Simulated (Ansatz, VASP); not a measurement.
## One calculation of Zn, two programs

INCAR

```
PREC = Accurate ; ENCUT = 520
EDIFF = 1E-6 ; ISMEAR = 0
SIGMA = 0.15 ; LREAL = F
LASPH = T ; NELM = 60
ALGO = Normal ; ISIF = 2
LWAVE = F ; LCHARG = T
GGA = PS ; LELF = T
LVHAR = T ; NBANDS = 12
```

File KPOINTS:

```
Automatic mesh
0
Gamma
  20 20 20
```

Contents of POSCAR:

```
Zn
1.0
   -1.5453752463      1.5300745013      1.5453752463
    1.5453752463     -1.5300745013      1.5453752463
    1.5453752463      1.5300745013     -1.5453752463
Zn
1
Direct
    0.0000000000      0.0000000000      0.0000000000
```

Input for Ansatz:

```yaml
crystal:
  lattice:
    - [-1.5453752463, 1.5300745013, 1.5453752463]
    - [1.5453752463, -1.5300745013, 1.5453752463]
    - [1.5453752463, 1.5300745013, -1.5453752463]
  atoms:
    - { symbol: Zn, position: [0.0, 0.0, 0.0] }
basis:
  ecutwfc: 520.0
kpoints:
  mp_grid: { grid: [20, 20, 20] }
hamiltonian:
  xc: pbesol
scf:
  occupations: { method: gaussian, width: 0.15 }
output:
  forces: true
  stress: true
  eigenvalues: true
```

Change from the starting cell: normal strain along x +0.0100, normal strain along z +0.0100.

Alike in both runs: task single point; functional PBEsol; k mesh 20 × 20 × 20; occupations gaussian, width 0.15 eV; no spin polarisation.

```csv
,VASP,Ansatz
version,VASP 6.6.1,Ansatz 0.2.0
potentials or method,"VASP PAW PBE potentials, release 64 (Zn), cutoff 520 eV","scalar-relativistic, plane waves, PAW"
valence electrons in the cell,12,12
```

Ansatz gave:

- gap on the k mesh at the Fermi level (eV): none
- pressure (GPa): -1.8
- traceless stress, the component that is largest in VASP (GPa): -0.30

Question: Which values does VASP return?

Answer: gap on the k mesh at the Fermi level (eV): none; pressure (GPa): -1.3; traceless stress, the component that is largest in VASP (GPa): -0.30.

VASP's potentials were made for PBE, not for PBEsol. A gap of «none» marks a metal or a gap that the smearing closes. The functional is the same, so the differences come from potentials, cutoffs and numerics.
